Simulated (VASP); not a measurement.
# Si (a cell with a defect) in VASP: further runs, part 2 of 2

VASP 6.6.1. The steps go on from the part before.

## Step 3: Single point, PBE

INCAR

```
SYSTEM = Si
PREC = Accurate
ENCUT = 520
EDIFF = 1E-7
ISMEAR = 0
SIGMA = 0.02
LREAL = Auto
LASPH = .True.
NELM = 80
ALGO = Normal
ISIF = 2
LWAVE = .False.
LCHARG = .True.
GGA = PE
LELF = .True.
LVHAR = .True.
NBANDS = 83
NELECT = 122.0
```

KPOINTS

```
Automatic mesh
0
Gamma
  2 2 2
  0.5 0.5 0.5
```

POSCAR

```
Si
1.0
    5.4700937555     -5.4700937555      5.4700937555
   -5.4700937555     -5.4700937555     -5.4700937555
    5.4700937555      5.4700937555     -5.4700937555
Si
31
Direct
    0.5000000223     -0.0111147089      0.7500000335
    0.7506368599     -0.0001784247      0.4998215976
    0.7501784583      0.7508152846      0.7500000335
   -0.0008152511     -0.0006368264      0.2491847601
   -0.0008152511      0.7491847824      0.4993631960
    0.0008152511      0.5001784471      0.7500000335
    0.2498215864     -0.0001784247      0.0006368264
    0.2493631848      0.7491847824      0.2491847601
    0.2498215864      0.5006368487      0.4998215976
    0.2388853022      0.2500000112      0.7500000335
    0.5000000223      0.7508152846      0.0001784247
    0.5000000223      0.5001784471      0.2508152623
    0.5000000223      0.2500000112      0.4888853134
    0.7611147425      0.5111147313      0.0111147089
    0.7501784583      0.2500000112      0.2508152623
    0.0008152511      0.2500000112      0.0001784247
    0.7530398352      0.2500000112      0.5038348744
    0.7530398352      0.0038348520      0.7500000335
    0.0000000000      0.2500000112      0.2500000112
    0.0007950504     -0.0030398931      0.4969601293
    0.0000000000      0.7500000335      0.7500000335
    0.2538348632      0.2500000112      0.0030398016
    0.2469602095     -0.0030398016      0.2507950615
    0.2469602095      0.7507950839      0.4969602207
    0.2538348632      0.5030398240      0.7500000335
    0.5000000223      0.0038349434      0.0030398931
    0.5000000223      0.7500000335      0.2500000112
    0.5000000223      0.5030398240      0.5038348744
    0.7461651815      0.7492049832     -0.0038348520
    0.7461650901      0.4961650789      0.2492049608
   -0.0007950504      0.4961650789     -0.0038349434
```

Potentials or basis: VASP PAW PBE potentials, release 64 (Si).

The run is started by

```sh
$ cat potpaw_PBE.64/Si/POTCAR > POTCAR
$ mpirun -np 1 vasp_std > vasp.out
```

OUTCAR:

```text
SYSTEM = Si
   PREC = Accurate
   ENCUT = 520
   EDIFF = 1E-7
   ISMEAR = 0
   LREAL = Auto
   LASPH = .True.
   NELM = 80
   ISIF = 2
   GGA = PE
   NELECT = 122.0

 ion  position               nearest neighbor table
   1  0.500  0.989  0.750-  24 2.35  18 2.35  26 2.35
   2  0.751  1.000  0.500-  17 2.35  18 2.35  27 2.37  20 2.39
   3  0.750  0.751  0.750-  29 2.35  28 2.35  21 2.37  18 2.39
   4  0.999  0.999  0.249-  20 2.35  23 2.35  19 2.37  29 2.39
   5  0.999  0.749  0.499-  20 2.35  24 2.35  21 2.37  30 2.39
   6  0.001  0.500  0.750-  31 2.35  17 2.35  21 2.37  25 2.39
[... 413 lines left out ...]
  Total      -20.0143302    -20.0143302    -20.0143302     -0.0000000     -0.0000000      0.0000000
  in kB      -48.9787098    -48.9787098    -48.9787098     -0.0000000     -0.0000000      0.0000000
  external PRESSURE =     -48.9787098 kB  Pullay stress =       0.0000000 kB

 VOLUME and BASIS-vectors are now :
 -----------------------------------------------------------------------------
  energy-cutoff  :      520.00
  volume of cell :      654.70
      direct lattice vectors                 reciprocal lattice vectors
     5.470093755 -5.470093755  5.470093755     0.091406112 -0.091406112  0.000000000
    -5.470093755 -5.470093755 -5.470093755     0.000000000 -0.091406112 -0.091406112
     5.470093755  5.470093755 -5.470093755     0.091406112  0.000000000 -0.091406112

 POSITION                                       TOTAL-FORCE (eV/Angst)
 -----------------------------------------------------------------------------------
      1.42832     -4.04177     -6.77682         0.003782      0.003782      0.003782
      1.37101     -6.84110     -4.09713         0.005614     -0.005614     -0.001963
      4.09909     -4.10801     -4.10605        -0.005614      0.001963     -0.005614
      1.36209     -9.56918     -1.36404         0.001963      0.005614      0.005614
      4.09909     -6.83218     -1.36404        -0.005614     -0.001963      0.005614
      1.37101      1.36209     -6.83413         0.005614      0.001963      0.005614
[... 23 lines left out ...]
      2.73070     -5.43249      0.00435         0.012548      0.008782     -0.012548
      8.20079     -2.73070     -2.69744         0.012548     -0.012548      0.008782
 -----------------------------------------------------------------------------------
    total drift:                               -0.000255      0.000137     -0.000039

  FREE ENERGIE OF THE ION-ELECTRON SYSTEM (eV)
  ---------------------------------------------------
  free  energy   TOTEN  =      -174.9776412070 eV

  energy  without entropy=     -174.9776412070  energy(sigma->0) =     -174.97764121
```

OSZICAR:

```text
N       E                     dE             d eps       ncg     rms          rms(c)
DAV:   1     0.298202349828E+03    0.29820E+03   -0.46006E+04   332   0.121E+03
DAV:   2    -0.147912307650E+03   -0.44611E+03   -0.42343E+03   402   0.175E+02
DAV:   3    -0.176847142313E+03   -0.28935E+02   -0.28452E+02   416   0.405E+01
DAV:   4    -0.177517227440E+03   -0.67009E+00   -0.66657E+00   408   0.759E+00
DAV:   5    -0.177536469667E+03   -0.19242E-01   -0.19212E-01   400   0.127E+00    0.185E+01
DAV:   6    -0.175723242023E+03    0.18132E+01   -0.17058E+00   376   0.306E+00    0.111E+01
DAV:   7    -0.174978734556E+03    0.74451E+00   -0.23656E+00   392   0.346E+00    0.152E+00
DAV:   8    -0.174969417349E+03    0.93172E-02   -0.26106E-01   368   0.139E+00    0.739E-01
DAV:   9    -0.174975574189E+03   -0.61568E-02   -0.31926E-02   384   0.489E-01    0.306E-01
DAV:  10    -0.174976702369E+03   -0.11282E-02   -0.36895E-03   392   0.149E-01    0.173E-01
DAV:  11    -0.174977614574E+03   -0.91221E-03   -0.11240E-03   376   0.944E-02    0.426E-02
DAV:  12    -0.174977623287E+03   -0.87128E-05   -0.12158E-04   408   0.282E-02    0.260E-02
DAV:  13    -0.174977641383E+03   -0.18096E-04   -0.42669E-05   376   0.180E-02    0.874E-03
DAV:  14    -0.174977640360E+03    0.10229E-05   -0.17819E-06   424   0.363E-03    0.167E-03
DAV:  15    -0.174977641331E+03   -0.97046E-06   -0.54679E-07   376   0.204E-03    0.682E-04
DAV:  16    -0.174977641432E+03   -0.10114E-06   -0.43478E-08   232   0.620E-04    0.415E-04
DAV:  17    -0.174977641190E+03    0.24219E-06   -0.17047E-08   224   0.347E-04    0.193E-04
DAV:  18    -0.174977641207E+03   -0.17146E-07   -0.20348E-09   208   0.150E-04
   1 F= -.17497764E+03 E0= -.17497764E+03  d E =-.223565E-19
```

Run time: 3.1 min. Hardware: 1 thread of Intel Xeon Platinum 8488C (Sapphire Rapids), shared host; peak memory 0.66 GiB.

What came out:

| Quantity | Value |
| --- | --- |
| Free energy | -174.9776 eV |
| Largest force | 0.020 eV/Å |

Forces on the atoms (eV/Å):
```
Si   0.004  0.004  0.004
Si   0.006 -0.006 -0.002
Si  -0.006  0.002 -0.006
Si   0.002  0.006  0.006
Si  -0.006 -0.002  0.006
Si   0.006  0.002  0.006
Si   0.006 -0.002 -0.006
Si  -0.006  0.006 -0.002
Si   0.002 -0.006 -0.006
Si  -0.004  0.004 -0.004
Si  -0.006 -0.006  0.002
Si   0.006  0.006  0.002
Si  -0.004 -0.004  0.004
Si   0.004 -0.004 -0.004
Si  -0.002  0.006 -0.006
Si  -0.002 -0.006  0.006
Si   0.009 -0.013  0.013
Si   0.013 -0.009  0.013
Si   0.000  0.000  0.000
Si  -0.013  0.013  0.009
Si   0.000  0.000  0.000
Si   0.009  0.013 -0.013
Si  -0.013  0.009  0.013
Si  -0.009  0.013  0.013
Si  -0.013 -0.009 -0.013
Si   0.013  0.013 -0.009
Si   0.000  0.000  0.000
Si  -0.013 -0.013 -0.009
Si  -0.009 -0.013 -0.013
Si   0.013  0.009 -0.013
Si   0.013 -0.013  0.009
```

Caveat: the cell carries a net charge on a neutralising background, which shifts energy and pressure; the cell is charged against a uniform background, so pressure and absolute levels hang on convention.

## Step 4: Single point, PBE

INCAR

```
PREC     = Accurate       # precision mode
ENCUT    = 520            # plane-wave cutoff, eV
EDIFF    = 1E-7           # SCF threshold, eV
ISMEAR   = 0              # smearing method
SIGMA    = 0.02           # smearing width, eV
LREAL    = Auto         
LASPH    = True           # aspherical terms in the spheres
NELM     = 80             # most SCF steps
ALGO     = Normal         # electronic algorithm
ISIF     = 2              # what is computed and relaxed
LWAVE    = False          # write WAVECAR
LCHARG   = False          # write CHGCAR
GGA      = PE             # functional
NELECT   = 122.0        
NBANDS   = 83             # bands
```

KPOINTS is that of step 3.

POSCAR

```
Si
1.0
    5.4700937555     -5.4700937555      5.4700937555
   -5.4700937555     -5.4700937555     -5.4700937555
    5.4700937555      5.4700937555     -5.4700937555
Si
31
Direct
    0.5000000223      0.2611147201      0.7499999421
    0.7461650901      0.0000000000      0.4969602207
    0.7461650901      0.7469601405      0.7499999421
    0.0000000000      0.0000000000      0.2499999198
    0.0007950504      0.7538348855      0.5038349658
    0.0000000000      0.5000000223      0.7499999421
    0.2469601181      0.0000000000     -0.0038348520
    0.2538349546      0.7538348855      0.2507950615
    0.2538348632      0.5007949813      0.5038348744
    0.2469601181      0.2461650678      0.7499999421
    0.5000000223      0.7469601405     -0.0038348520
    0.4999999309      0.4999999309      0.2499999198
    0.4999999309      0.2461650678      0.4969601293
    0.7530398352      0.4992049720      0.0030398931
    0.7530398352      0.2530399042      0.2492049608
   -0.0007950504      0.2530398128      0.0030398931
    0.7501783668      0.2501783445      0.4993631046
    0.7611147425      0.0000000000      0.7499999421
    0.0008152511      0.2506368376      0.2508151709
   -0.0008151597      0.0000000000      0.4998215976
   -0.0008152511      0.7498216088      0.7499999421
    0.2493630934      0.2501783445      0.0001783333
    0.2498216779      0.0000000000      0.2491847601
    0.2388852108      0.7388852332      0.4888852220
    0.2498215864      0.4991847712      0.7499999421
    0.4999999309      0.0000000000      0.0111147089
    0.4999999309      0.7498216088      0.2491847601
    0.4999999309      0.4991847712      0.4998215976
    0.7501783668      0.7493631157      0.0001783333
    0.7506367685      0.5008151821      0.2508151709
    0.0008152511      0.5008151821      0.0006368264
```

Potentials or basis: VASP PAW PBE potentials, release 64 (Si).

The run is started by

```sh
$ cat potpaw_PBE.64/Si/POTCAR > POTCAR
$ mpirun -np 1 vasp_std > vasp.out
```

OUTCAR:

```text
PREC = Accurate
   ENCUT = 520
   EDIFF = 1E-7
   ISMEAR = 0
   LREAL = Auto
   LASPH = True
   NELM = 80
   ISIF = 2
   GGA = PE
   NELECT = 122.0

 ion  position               nearest neighbor table
   1  0.500  0.261  0.750-  13 2.35  14 2.35  10 2.35
   2  0.746  0.000  0.497-  17 2.35  27 2.35  18 2.35  20 2.39
   3  0.746  0.747  0.750-  28 2.35  29 2.35  18 2.35  21 2.39
   4  0.000  0.000  0.250-  19 2.37  29 2.37  20 2.37  23 2.37
   5  0.001  0.754  0.504-  21 2.35  20 2.35  24 2.35  30 2.39
   6  0.000  0.500  0.750-  25 2.37  21 2.37  17 2.37  31 2.37
   7  0.247  0.000  0.996-  22 2.35  21 2.35  26 2.35  23 2.39
[... 413 lines left out ...]
  in kB      -49.0001110    -49.0001110    -49.0001110     -0.0000000      0.0000000      0.0000000
  external PRESSURE =     -49.0001110 kB  Pullay stress =       0.0000000 kB

 VOLUME and BASIS-vectors are now :
 -----------------------------------------------------------------------------
  energy-cutoff  :      520.00
  volume of cell :      654.70
      direct lattice vectors                 reciprocal lattice vectors
     5.470093755 -5.470093755  5.470093755     0.091406112 -0.091406112  0.000000000
    -5.470093755 -5.470093755 -5.470093755     0.000000000 -0.091406112 -0.091406112
     5.470093755  5.470093755 -5.470093755     0.091406112  0.000000000 -0.091406112

 POSITION                                       TOTAL-FORCE (eV/Angst)
 -----------------------------------------------------------------------------------
      5.40929     -0.06080     -2.79585        -0.002873     -0.002873     -0.002873
      6.80001     -1.36317      1.36317        -0.009928     -0.014786      0.014786
      4.09822     -4.06497     -4.10692         0.014786      0.009928      0.014786
      1.36752      1.36752     -1.36752        -0.000000      0.000000     -0.000000
     -1.36317     -1.37187     -6.87522        -0.014786      0.014786     -0.009928
      1.36752      1.36752     -6.83762        -0.000000      0.000000     -0.000000
[... 23 lines left out ...]
      2.73853     -5.47358     -0.00544         0.006970     -0.006970      0.001199
     -2.73156     -2.74048     -2.73853         0.006970      0.001199     -0.006970
 -----------------------------------------------------------------------------------
    total drift:                                0.000441     -0.000074     -0.000225

  FREE ENERGIE OF THE ION-ELECTRON SYSTEM (eV)
  ---------------------------------------------------
  free  energy   TOTEN  =      -174.9776859887 eV

  energy  without entropy=     -174.9776859887  energy(sigma->0) =     -174.97768599
```

OSZICAR:

```text
N       E                     dE             d eps       ncg     rms          rms(c)
DAV:   1     0.297664356406E+03    0.29766E+03   -0.46004E+04   332   0.121E+03
DAV:   2    -0.148174193796E+03   -0.44584E+03   -0.42384E+03   402   0.175E+02
DAV:   3    -0.176859987525E+03   -0.28686E+02   -0.28239E+02   408   0.405E+01
DAV:   4    -0.177516509308E+03   -0.65652E+00   -0.65266E+00   408   0.754E+00
DAV:   5    -0.177536540601E+03   -0.20031E-01   -0.19998E-01   408   0.129E+00    0.185E+01
DAV:   6    -0.175723145596E+03    0.18134E+01   -0.16760E+00   384   0.305E+00    0.111E+01
DAV:   7    -0.174979311107E+03    0.74383E+00   -0.23744E+00   392   0.347E+00    0.152E+00
DAV:   8    -0.174969491572E+03    0.98195E-02   -0.26159E-01   376   0.139E+00    0.739E-01
DAV:   9    -0.174975627398E+03   -0.61358E-02   -0.31930E-02   384   0.491E-01    0.307E-01
DAV:  10    -0.174976747538E+03   -0.11201E-02   -0.37424E-03   408   0.150E-01    0.174E-01
DAV:  11    -0.174977661566E+03   -0.91403E-03   -0.11366E-03   376   0.949E-02    0.430E-02
DAV:  12    -0.174977667820E+03   -0.62540E-05   -0.12576E-04   408   0.286E-02    0.262E-02
DAV:  13    -0.174977685963E+03   -0.18143E-04   -0.43440E-05   376   0.181E-02    0.892E-03
DAV:  14    -0.174977684921E+03    0.10417E-05   -0.18409E-06   416   0.369E-03    0.170E-03
DAV:  15    -0.174977685897E+03   -0.97570E-06   -0.56601E-07   376   0.207E-03    0.708E-04
DAV:  16    -0.174977685989E+03   -0.91743E-07   -0.45690E-08   232   0.636E-04
   1 F= -.17497769E+03 E0= -.17497769E+03  d E =-.461174E-20
```

Wall time 2.4 min (1 thread of Intel Xeon Platinum 8488C (Sapphire Rapids), shared host); peak memory 0.65 GiB.

Results:

- Free energy: -174.9777 eV
- Largest force: 0.023 eV/Å

Forces in eV/Å, atoms in the order of the input:
```
Si  -0.003 -0.003 -0.003
Si  -0.010 -0.015  0.015
Si   0.015  0.010  0.015
Si   0.000  0.000  0.000
Si  -0.015  0.015 -0.010
Si   0.000  0.000  0.000
Si  -0.010  0.015 -0.015
Si  -0.015 -0.010  0.015
Si   0.010  0.015  0.015
Si  -0.015  0.010 -0.015
Si   0.015  0.015  0.010
Si   0.000  0.000  0.000
Si  -0.015 -0.015  0.010
Si   0.010 -0.015 -0.015
Si   0.015 -0.010 -0.015
Si   0.015 -0.015 -0.010
Si  -0.007  0.001  0.007
Si   0.003 -0.003  0.003
Si  -0.001 -0.007 -0.007
Si   0.001  0.007 -0.007
Si  -0.007 -0.001 -0.007
Si  -0.007  0.007  0.001
Si   0.001 -0.007  0.007
Si  -0.003  0.003  0.003
Si   0.007 -0.001  0.007
Si   0.003  0.003 -0.003
Si  -0.007 -0.007 -0.001
Si   0.007  0.007 -0.001
Si  -0.001  0.007  0.007
Si   0.007 -0.007  0.001
Si   0.007  0.001 -0.007
```

Caveat: the cell carries a net charge on a neutralising background, which shifts energy and pressure; the cell is charged against a uniform background, so pressure and absolute levels hang on convention.
